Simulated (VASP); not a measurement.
# Se (Im-3m) in VASP: a series of runs, part 2 of 2

VASP 6.6.1. The steps go on from the part before.

### Step 4. Single point, r2SCAN+rVV10

This run uses another cell than the first one, of 11.51 Å³/atom, 1.002 times its volume.

The input, POSCAR:

```
Se
1.0
   -1.4224541875      1.4224541875      1.4224541875
    1.4224541875     -1.4224541875      1.4224541875
    1.4224541875      1.4224541875     -1.4224541875
Se
1
Direct
    0.0000000000      0.0000000000      0.0000000000
```

The input, INCAR.step1:

```
SYSTEM = Se
PREC = Accurate ; ENCUT = 520
ISMEAR = 0 ; SIGMA = 0.1
LREAL = .FALSE. ; LASPH = .TRUE.
NELM = 100 ; NBANDS = 9
GGA = PE ; ALGO = Normal
EDIFF = 1E-4 ; LWAVE = .TRUE.
LCHARG = .FALSE.
```

The input, INCAR.step2:

```
SYSTEM = Se
PREC = Accurate ; ENCUT = 520
EDIFF = 1E-6 ; ISMEAR = 0
SIGMA = 0.1 ; LREAL = .FALSE.
LASPH = .TRUE. ; NELM = 100
ALGO = Normal ; ISIF = 2
LWAVE = .FALSE. ; LCHARG = .TRUE.
METAGGA = R2SCAN ; LMIXTAU = .TRUE.
LUSE_VDW = .TRUE. ; IVDW_NL = 2
BPARAM = 11.95 ; CPARAM = 0.0093
LELF = .TRUE. ; LVHAR = .TRUE.
NBANDS = 9 ; ISTART = 1
```

The input, KPOINTS:

```
Automatic mesh
0
G
  18 18 18
  0 0 0
```

Potentials or basis: VASP PAW PBE potentials, release 64 (Se).

Run with:

```console
$ cat potpaw_PBE.64/Se/POTCAR > POTCAR
$ cp INCAR.step1 INCAR
$ mpirun -np 1 vasp_std > vasp.out
$ cp INCAR.step2 INCAR
$ mpirun -np 1 vasp_std > vasp.out
```

OUTCAR:

```text
SYSTEM = Se
   PREC = Accurate
   ENCUT = 520
   EDIFF = 1E-6
   ISMEAR = 0
   LREAL = .FALSE.
   LASPH = .TRUE.
   NELM = 100
   ISIF = 2
   METAGGA = R2SCAN
   IVDW_NL = 2
   BPARAM = 11.95
   ISTART = 1

 ion  position               nearest neighbor table
   1  0.000  0.000  0.000-

  LATTYP: Found a body centered cubic cell.
 ALAT       =     2.8449083750

  Lattice vectors:

 A1 = (  -1.4224541875,   1.4224541875,   1.4224541875)
 A2 = (   1.4224541875,  -1.4224541875,   1.4224541875)
 A3 = (   1.4224541875,   1.4224541875,  -1.4224541875)

Analysis of symmetry for initial positions (statically):
=====================================================================
 Subroutine PRICEL returns:
 Original cell was already a primitive cell.

 Routine SETGRP: Setting up the symmetry group for a
 body centered cubic supercell.

 Subroutine GETGRP returns: Found 48 space group operations
 (whereof 48 operations were pure point group operations)
 out of a pool of 48 trial point group operations.

The static configuration has the point symmetry O_h .

Analysis of symmetry for dynamics (positions and initial velocities):
=====================================================================
 Subroutine PRICEL returns:
 Original cell was already a primitive cell.

 Routine SETGRP: Setting up the symmetry group for a
 body centered cubic supercell.

 Subroutine GETGRP returns: Found 48 space group operations
 (whereof 48 operations were pure point group operations)
 out of a pool of 48 trial point group operations.

The dynamic configuration has the point symmetry O_h .

 Subroutine INISYM returns: Found 48 space group operations
 (whereof 48 operations are pure point group operations),
 and found     1 'primitive' translations

----------------------------------------------------------------------------------------

                                     Primitive cell
[... 112 lines left out ...]
  Thomas-Fermi vector in A             =   2.447489
   LORBIT       =      0    0 simple, 1 ext, 2 COOP (PROOUT), +10 PAW based schemes
   METAGGA = R2SCAN    functional components
   LHFCALC =     F    Hartree Fock is set to
   AEXX    =    0.0000 exact exchange contribution
   IVDW_NL    =     2    kernel type
   BPARAM     =11.9500
   IVDW    =     0    specifies the selected vdW correction
   LEPSILON=     F    determine dielectric tensor
   LRPA    =     F    only Hartree local field effects (RPA)
 non-spin polarized calculation
 Gauss-broadening in eV      SIGMA  =   0.10
  energy-cutoff  :      520.00
  volume of cell :       11.51
 maximum number of plane-waves:       325
   NGX =  9   NGY =  9   NGZ =  9

 number of electron       5.9999998 magnetization

 Free energy of the ion-electron system (eV)
  ---------------------------------------------------
  ext. energy  EPLUGINS =         0.00000000
  ---------------------------------------------------
  free energy    TOTEN  =       -11.07949150 eV

  energy without entropy =      -11.07647490  energy(sigma->0) =      -11.07798320

 E-fermi :  14.4736     XC(G=0): -14.1954

 val. band max:       14.3896795941   @ k =   0.2222   0.2222   0.0556
 cond. band min:      14.4813202403   @ k =  -0.1667   0.2222   0.1111
 fundamental gap:      0.0916406462
 Fermi energy:        14.4736063156

 k-point     1 :       0.0000    0.0000    0.0000
  band No.  band energies     occupation
      1      -9.8944      2.00000
      2      21.9755      0.00000
      3      21.9755      0.00000
      4      21.9755      0.00000
      5      28.8645      0.00000
      6      28.8645      0.00000
      7      28.8645      0.00000
      8      33.2488      0.00000
      9      33.2488      0.00000
[... 265 lines left out ...]
 k-point    24 :       0.3889    0.1111    0.0000
  band No.  band energies     occupation
      1      -2.2267      2.00000
      2       2.8057      2.00000
      3      12.6560      2.00000
      4      17.0366      0.00000
      5      23.7565      0.00000
      6      26.6827      0.00000
      7      33.9886      0.00000
      8      37.6886      0.00000
      9      41.3348      0.00000

 [... further k-points ...]

------------------------ aborting loop because EDIFF is reached ----------------------------------------

  FORCE on cell =-STRESS in cart. coord.  units (eV):
  Direction    XX          YY          ZZ          XY          YZ          ZX
  --------------------------------------------------------------------------------------
  -------------------------------------------------------------------------------------
  Total       10.7775053     10.7775053     10.7775053      0.0000000      0.0000000     -0.0000000
  in kB     1499.8712257   1499.8712257   1499.8712257      0.0000000      0.0000000     -0.0000000
  external PRESSURE =    1499.8712257 kB  Pullay stress =       0.0000000 kB

 VOLUME and BASIS-vectors are now :
 -----------------------------------------------------------------------------
  energy-cutoff  :      520.00
  volume of cell :       11.51
      direct lattice vectors                 reciprocal lattice vectors
    -1.422454188  1.422454188  1.422454188     0.000000000  0.351505169  0.351505169
     1.422454188 -1.422454188  1.422454188     0.351505169  0.000000000  0.351505169
     1.422454188  1.422454188 -1.422454188     0.351505169  0.351505169  0.000000000

 POSITION                                       TOTAL-FORCE (eV/Angst)
 -----------------------------------------------------------------------------------
      0.00000      0.00000      0.00000        -0.000000      0.000000     -0.000000
 -----------------------------------------------------------------------------------
    total drift:                                0.000000      0.000000     -0.000000

  FREE ENERGIE OF THE ION-ELECTRON SYSTEM (eV)
  ---------------------------------------------------
  free  energy   TOTEN  =       -11.0794914987 eV

  energy  without entropy=      -11.0764749024  energy(sigma->0) =      -11.07798320
```

OUTCAR.step1:

```text
SYSTEM = Se
   PREC = Accurate
   ENCUT = 520
   ISMEAR = 0
   LREAL = .FALSE.
   LASPH = .TRUE.
   NELM = 100
[... 504 lines left out ...]
 -----------------------------------------------------------------------------------
      0.00000      0.00000      0.00000         0.000000     -0.000000      0.000000
 -----------------------------------------------------------------------------------
    total drift:                               -0.000000      0.000000     -0.000000

  FREE ENERGIE OF THE ION-ELECTRON SYSTEM (eV)
  ---------------------------------------------------
  free  energy   TOTEN  =        -0.4702427596 eV

  energy  without entropy=       -0.4672994142  energy(sigma->0) =       -0.46877109
```

Wall time 65 s (1 thread of AMD EPYC 9R45 (Zen 5), shared host); peak memory 0.14 GiB.

Results:

```
Free energy            : -11.0795 eV
Pressure               : 150.0 GPa
Band gap on the k mesh : zero (band 3 reaches 21.98 eV, above the bottom of band 4 at 7.28 eV)
```

Levels at points of the mesh, in eV from the Fermi level:
| k point | band 1 | band 2 | band 3 | band 4 | band 5 | band 6 |
| --- | --- | --- | --- | --- | --- | --- |
| (0.00, 0.00, 0.00) | -24.37 | 7.50 | 7.50 | 7.50 | 14.39 | 14.39 |
| (0.50, 0.00, 0.00) | -15.96 | -13.30 | 0.39 | 4.22 | 7.69 | 8.62 |
| (0.50, 0.50, 0.50) | -8.23 | -6.56 | -6.56 | -6.56 | 0.90 | 0.90 |

Caveat: the PAW data sets were made with another functional, which shifts forces and pressure a little.

### Step 5. Overview

| task | cell | k mesh | cutoff (eV) | gap on the mesh (eV) | pressure (GPa) |
| --- | --- | --- | --- | --- | --- |
| single point | a = 2.462 Å, angles 109.5°, 1 atom | 20 × 20 × 20 | 520 | none | 150.0 |
| relaxation of cell and atoms | relaxed to 148 GPa from a = 2.464 Å, angles 109.5°, 1 atom | 20 × 20 × 20 | 600 | none | 148.0 |
| single point | a = 2.464 Å, angles 109.5°, 1 atom | 18 × 18 × 18 | 520 | none | 150.0 |

Alike in all rows: level r2SCAN+rVV10; potentials or basis VASP PAW PBE potentials, release 64 (Se); no spin polarisation; smearing gaussian 0.1 eV.

Caveats: the PAW data sets were made with another functional, which shifts forces and pressure a little; the cell is relaxed towards a set pressure, so the enthalpy falls and the energy may rise (some runs).

Absolute energies hang on the potentials; compare differences alone.
